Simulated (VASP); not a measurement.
Here is a VASP 6.6.1 calculation.

The input POSCAR:

```
Ca
1.0
    0.0000000000      2.7556259251      2.7556259251
    2.7556259251      0.0000000000      2.7556259251
    2.7556259251      2.7556259251      0.0000000000
Ca
1
Direct
    0.0000000000      0.0000000000      0.0000000000
```

File INCAR.step1:

```
SYSTEM = Ca
PREC     = Accurate       ! precision mode
ENCUT    = 520            ! plane-wave cutoff, eV
EDIFF    = 1E-5           ! SCF threshold, eV
ISMEAR   = 0              ! smearing method
SIGMA    = 0.05           ! smearing width, eV
LREAL    = .FALSE.        ! projectors in reciprocal space
LASPH    = .TRUE.         ! aspherical terms in the spheres
NELM     = 60             ! most SCF steps
ALGO     = Normal         ! electronic algorithm
ISIF     = 2              ! what is computed and relaxed
LWAVE    = .TRUE.         ! write WAVECAR
NBANDS   = 11             ! bands
GGA      = PE             ! functional
```

The input INCAR.step2:

```
SYSTEM = Ca
PREC     = Accurate       ! precision mode
ENCUT    = 520            ! plane-wave cutoff, eV
EDIFF    = 1E-6           ! SCF threshold, eV
ISMEAR   = 0              ! smearing method
SIGMA    = 0.05           ! smearing width, eV
LREAL    = .FALSE.        ! projectors in reciprocal space
LASPH    = .TRUE.         ! aspherical terms in the spheres
NELM     = 60             ! most SCF steps
ALGO     = Normal         ! electronic algorithm
ISIF     = 2              ! what is computed and relaxed
LWAVE    = .FALSE.        ! write WAVECAR
LCHARG   = .TRUE.         ! write CHGCAR
GGA      = PE             ! functional
LHFCALC  = .TRUE.         ! exact exchange
HFSCREEN = 0.2079         ! screening, 1/A
PRECFOCK = Normal       
LELF     = .TRUE.         ! ELF
LVHAR    = .TRUE.       
NBANDS   = 11             ! bands
ISTART   = 1
```

File KPOINTS:

```
Automatic mesh
0
G
  6 6 6
  0 0 0
```

Potentials or basis: VASP PAW PBE potentials, release 64 (Ca_sv).

Launch:

```sh
$ cat potpaw_PBE.64/Ca_sv/POTCAR > POTCAR
$ cp INCAR.step1 INCAR
$ mpirun -np 1 vasp_std > vasp.out
$ cp INCAR.step2 INCAR
$ mpirun -np 1 vasp_std > vasp.out
```

(1) Predict the band gap on the k mesh.

(2) Predict the pressure.

Answers

(1) zero (bands 5 and 6 overlap by 0.46 eV).

(2) 0.6 GPa.

Caveat: the PAW data sets were made with another functional, which shifts forces and pressure a little.
